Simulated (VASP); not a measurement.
# WC (Qusongite) (P-6m2) in VASP: further runs, part 2 of 3

VASP 6.6.1.

### 3 Single point, LDA

This run uses another cell than the first one, of 10.13 Å³/atom, 0.939 times its volume.

INCAR reads:

```
SYSTEM = WC
  PREC = Accurate
  ENCUT = 520
  EDIFF = 1E-6
  ISMEAR = -1
  SIGMA = 0.05
  LREAL = .FALSE.
  LASPH = .TRUE.
  NELM = 100
  ALGO = Normal
  ISIF = 2
  LWAVE = .FALSE.
  LCHARG = .TRUE.
  LELF = .TRUE.
  LVHAR = .TRUE.
  NBANDS = 16
```

KPOINTS reads:

```
Automatic mesh
0
G
  10 10 9
  0 0 0
```

POSCAR reads:

```
WC
1.0
    2.8847066163      0.0000000000      0.0000000000
   -1.4423533081      2.4982292121      0.0000000000
    0.0000000000      0.0000000000      2.8114023901
W C
1 1
Direct
    0.0000000000      0.0000000000      0.0000000000
    0.6666666667      0.3333333333      0.5000000000
```

Potentials or basis: VASP PAW LDA potentials, release 64 (W_sv, C).

Started as:

```sh
$ cat potpaw_LDA.64/W_sv/POTCAR potpaw_LDA.64/C/POTCAR > POTCAR
$ mpirun -np 1 vasp_std > vasp.out
```

OUTCAR:

```text
SYSTEM = WC
   PREC = Accurate
   ENCUT = 520
   EDIFF = 1E-6
   ISMEAR = -1
   LREAL = .FALSE.
   LASPH = .TRUE.
   NELM = 100
   ISIF = 2

 ion  position               nearest neighbor table
   1  0.000  0.000  0.000-   2 2.18   2 2.18   2 2.18   2 2.18   2 2.18   2 2.18
   2  0.667  0.333  0.500-   1 2.18   1 2.18   1 2.18   1 2.18   1 2.18   1 2.18

  LATTYP: Found a hexagonal cell.
 ALAT       =     2.8847066163
 C/A-ratio  =     0.9745886719

  Lattice vectors:

 A1 = (   2.8847066163,   0.0000000000,   0.0000000000)
 A2 = (  -1.4423533081,   2.4982292121,   0.0000000000)
 A3 = (   0.0000000000,   0.0000000000,   2.8114023901)

Analysis of symmetry for initial positions (statically):
=====================================================================
 Subroutine PRICEL returns:
 Original cell was already a primitive cell.

 Routine SETGRP: Setting up the symmetry group for a
 hexagonal supercell.

 Subroutine GETGRP returns: Found 12 space group operations
 (whereof 12 operations were pure point group operations)
 out of a pool of 24 trial point group operations.

The static configuration has the point symmetry D_3h.

Analysis of symmetry for dynamics (positions and initial velocities):
=====================================================================
 Subroutine PRICEL returns:
 Original cell was already a primitive cell.

 Routine SETGRP: Setting up the symmetry group for a
 hexagonal supercell.

 Subroutine GETGRP returns: Found 12 space group operations
 (whereof 12 operations were pure point group operations)
 out of a pool of 24 trial point group operations.

The dynamic configuration has the point symmetry D_3h.

 Subroutine INISYM returns: Found 12 space group operations
 (whereof 12 operations are pure point group operations),
 and found     1 'primitive' translations

----------------------------------------------------------------------------------------

                                     Primitive cell

  volume of cell :      20.2608

  direct lattice vectors                    reciprocal lattice vectors
     2.884706616  0.000000000  0.000000000     0.346655703  0.200141763  0.000000000
    -1.442353308  2.498229212  0.000000000     0.000000000  0.400283527  0.000000000
     0.000000000  0.000000000  2.811402390     0.000000000  0.000000000  0.355694369

  length of vectors
     2.884706616  2.884706616  2.811402390     0.400283527  0.400283527  0.355694369

  position of ions in fractional coordinates (direct lattice)
     0.000000000  0.000000000  0.000000000
     0.666666667  0.333333333  0.500000000

  ion indices of the primitive-cell ions
   primitive index   ion index
                 1           1
                 2           2

----------------------------------------------------------------------------------------

 KPOINTS: Automatic mesh

Automatic generation of k-mesh.
 Grid dimensions read from file:
 generate k-points for:   10   10    9

 Generating k-lattice:

  Cartesian coordinates                     Fractional coordinates (reciprocal lattice)
     0.034665570  0.020014176  0.000000000     0.100000000  0.000000000  0.000000000
     0.000000000  0.040028353  0.000000000     0.000000000  0.100000000  0.000000000
     0.000000000  0.000000000  0.039521597     0.000000000  0.000000000  0.111111111

  Length of vectors
     0.040028353  0.040028353  0.039521597

  Shift w.r.t. Gamma in fractional coordinates (k-lattice)
     0.000000000  0.000000000  0.000000000

 Subroutine IBZKPT returns following result:
 ===========================================

 Found     70 irreducible k-points:

 Following reciprocal coordinates:
            Coordinates               Weight
  0.000000  0.000000  0.000000      1.000000
  0.100000  0.000000  0.000000      6.000000
  0.200000  0.000000  0.000000      6.000000
  0.300000  0.000000  0.000000      6.000000
  0.400000  0.000000  0.000000      6.000000
  0.500000  0.000000  0.000000      3.000000
[... 16 lines left out ...]
  0.300000  0.100000  0.111111     24.000000
  0.400000  0.100000  0.111111     24.000000
 [... further k-points ...]
   k-points           NKPTS =     70   k-points in BZ     NKDIM =     70   number of bands    NBANDS=     16
   number of dos      NEDOS =    301   number of ions     NIONS =      2
   total plane-waves  NPLWV =  13824
   dimension x,y,z NGX =    24 NGY =   24 NGZ =   24
   dimension x,y,z NGXF=    48 NGYF=   48 NGZF=   48
   ions per type =               1   1
   NGX,Y,Z   is equivalent  to a cutoff of  13.83, 13.83, 14.19 a.u.
   NGXF,Y,Z  is equivalent  to a cutoff of  27.66, 27.66, 28.38 a.u.
 SYSTEM =  WC
   PREC   = accura    normal or accurate (medium, high low for compatibility)
   ISTART =      0    job   : 0-new  1-cont  2-samecut
   ICHARG =      2    charge: 1-file 2-atom 10-const
   ISPIN  =      1    spin polarized calculation?
   LNONCOLLINEAR =      F non collinear calculations
   LSORBIT =      F    spin-orbit coupling
   LASPH  =      T    aspherical Exc in radial PAW
   ENCUT  =  520.0 eV  38.22 Ry    6.18 a.u.   5.36  5.36  5.23*2*pi/ulx,y,z
   NELM   =    100;   NELMIN=  2; NELMDL= -5     # of ELM steps
   EDIFF  = 0.1E-05   stopping-criterion for ELM
   LREAL  =      F    real-space projection
   EDIFFG = 0.1E-04   stopping-criterion for IOM
   NSW    =      0    number of steps for IOM
   IBRION =     -1    ionic relax: 0-MD 1-quasi-New 2-CG
   NFREE  =      0    steps in history (QN), initial steepest desc. (CG)
   ISIF   =      2    stress and relaxation
   ISYM   =      2    0-nonsym 1-usesym 2-fastsym
   POTIM  = 0.5000    time-step for ionic-motion
   TEBEG  =    0.0;   TEEND  =   0.0 temperature during run
   PSTRESS=    0.0 pullay stress
   NELECT =      18.0000    total number of electrons
   NUPDOWN=      -1.0000    fix difference up-down
   EMIN   =  10.00;   EMAX   =-10.00  energy-range for DOS
[... 5 lines left out ...]
     AMIX     =   0.40;   BMIX     =  1.00
     AMIX_MAG =   1.60;   BMIX_MAG =  1.00
  volume/ion in A,a.u.               =      10.13        68.36
  Fermi-wavevector in a.u.,A,eV,Ry     =   1.573790  2.974031 33.699098  2.476814
  Thomas-Fermi vector in A             =   2.675021
   LORBIT       =      0    0 simple, 1 ext, 2 COOP (PROOUT), +10 PAW based schemes
   GGA     = CA    functional components
   LHFCALC =     F    Hartree Fock is set to
   AEXX    =    0.0000 exact exchange contribution
   IVDW    =     0    specifies the selected vdW correction
   LEPSILON=     F    determine dielectric tensor
   LRPA    =     F    only Hartree local field effects (RPA)
 non-spin polarized calculation
  energy-cutoff  :      520.00
  volume of cell :       20.26
 maximum number of plane-waves:       569
 NGX is ok and might be reduce to    24
   NGX = 11   NGY = 11   NGZ = 11

 number of electron      18.0000000 magnetization

 Free energy of the ion-electron system (eV)
  ---------------------------------------------------
  ext. energy  EPLUGINS =         0.00000000
  ---------------------------------------------------
  free energy    TOTEN  =       -24.70354011 eV

  energy without entropy =      -24.70153183  energy(sigma->0) =      -24.70253597

 E-fermi :  11.3053     XC(G=0): -14.1102

 val. band max:       11.2964520875   @ k =   0.1000   0.0000   0.3333
 cond. band min:      11.3524979744   @ k =   0.4000   0.2000   0.0000
 fundamental gap:      0.0560458869
 Fermi energy:        11.3052910863

 k-point     1 :       0.0000    0.0000    0.0000
  band No.  band energies     occupation
      1     -62.1533      2.00000
      2     -26.3975      2.00000
      3     -26.2828      2.00000
      4     -26.2828      2.00000
      5      -3.1279      2.00000
      6       6.8759      2.00000
[... 8 lines left out ...]
     15      25.9879      0.00000
     16      28.3155      0.00000

 k-point     2 :       0.1000    0.0000    0.0000
  band No.  band energies     occupation
      1     -62.1469      2.00000
      2     -26.3857      2.00000
      3     -26.3737      2.00000
      4     -26.3033      2.00000
      5      -2.8570      2.00000
      6       6.9095      2.00000
[... 8 lines left out ...]
     15      25.4822      0.00000
     16      28.8712      0.00000
[... 387 lines left out ...]
      5      -0.2811      2.00000
      6       4.9115      2.00000
[... 8 lines left out ...]
     15      25.9009      0.00000
     16      28.2240      0.00000

 k-point    24 :       0.4000    0.1000    0.1111
  band No.  band energies     occupation
      1     -62.0808      2.00000
      2     -27.1213      2.00000
      3     -26.5328      2.00000
      4     -26.3665      2.00000
      5       0.4178      2.00000
      6       4.3575      2.00000
[... 8 lines left out ...]
     15      25.0529      0.00000
     16      29.0452      0.00000

 [... further k-points ...]
[... 5 lines left out ...]
  --------------------------------------------------------------------------------------
  -------------------------------------------------------------------------------------
  Total        0.3199074      0.3199074      0.3874331      0.0000000     -0.0000000     -0.0000000
  in kB       25.2975152     25.2975152     30.6372879      0.0000000     -0.0000000     -0.0000000
  external PRESSURE =      27.0774394 kB  Pullay stress =       0.0000000 kB

 VOLUME and BASIS-vectors are now :
 -----------------------------------------------------------------------------
  energy-cutoff  :      520.00
  volume of cell :       20.26
      direct lattice vectors                 reciprocal lattice vectors
     2.884706616  0.000000000  0.000000000     0.346655703  0.200141763  0.000000000
    -1.442353308  2.498229212  0.000000000     0.000000000  0.400283527  0.000000000
     0.000000000  0.000000000  2.811402390     0.000000000  0.000000000  0.355694369

 POSITION                                       TOTAL-FORCE (eV/Angst)
 -----------------------------------------------------------------------------------
      0.00000      0.00000      0.00000         0.000000      0.000000      0.000000
      1.44235      0.83274      1.40570        -0.000000      0.000000      0.000000
 -----------------------------------------------------------------------------------
    total drift:                                0.000000     -0.000000      0.000000

  FREE ENERGIE OF THE ION-ELECTRON SYSTEM (eV)
  ---------------------------------------------------
  free  energy   TOTEN  =       -24.7035401073 eV

  energy  without entropy=      -24.7015318287  energy(sigma->0) =      -24.70253597
```

stdout:

```text
POSCAR found type information on POSCAR W C
 POSCAR found :  2 types and       2 ions
 scaLAPACK will be used
 LDA part: xc-table for (Slater(with rela. corr.)+CA(PZ))
 , standard interpolation
 POSCAR, INCAR and KPOINTS ok, starting setup
 FFT: planning ... GRIDC
 FFT: planning ... GRID_SOFT
 FFT: planning ... GRID
 WAVECAR not read
 entering main loop
```

Wall time 19 s (1 thread of Intel Xeon 8259CL, shared host); peak memory 0.15 GiB.

What came out:

```yaml
Free_energy: -24.7035 eV
Pressure: 2.7 GPa
Band_gap_on_the_k_mesh: zero (band 9 reaches 12.01 eV, above the bottom of band 10 at 10.73 eV)
```

Stress tensor (GPa, compression positive):
```
2.53 0.00 0.00
0.00 2.53 0.00
0.00 0.00 3.06
```

Caveat: spin-orbit coupling is left out, which moves the levels of the heavy elements.

(Continued in part 3 of 3.)
